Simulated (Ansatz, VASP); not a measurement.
SnSe in VASP and in Ansatz

```xyz
2
Lattice="0.0000 2.9867 2.9867 2.9867 0.0000 2.9867 2.9867 2.9867 0.0000" Properties=species:S:1:pos:R:3 pbc="T T T"
Sn    0.0000    0.0000    0.0000
Se    2.9867    2.9867    2.9867
```

Alike in both runs: functional PBE; dispersion D3(BJ); k mesh 8 × 8 × 8; occupations gaussian, width 0.02 eV; no spin polarisation.

Ansatz relaxed the structure, and its values are those at the end. VASP's run is a single point on that final structure, the one shown.

|  | VASP | Ansatz |
| --- | --- | --- |
| version | VASP 6.6.1 | Ansatz 0.2.0 |
| potentials or method | VASP PAW PBE potentials, release 64 (Sn_d, Se), cutoff 520 eV | scalar-relativistic, plane waves, PAW |
| valence electrons in the cell | 20 | 30 |

|  | VASP | Ansatz | Ansatz less VASP |
| --- | --- | --- | --- |
| gap on the k mesh at the Fermi level (eV) | 0.69 | 0.69 | -0.001 |
| least direct gap on the mesh (eV) | 0.69 | 0.69 | -0.001 |
| pressure (GPa) | 0.0 | 0.0 | +0.01 |

VASP's potentials hold 20 valence electrons a cell and Ansatz's 30, so a difference there can come from the potentials and not from the codes. Ansatz's warnings: relaxed geometry near dispersion switch.
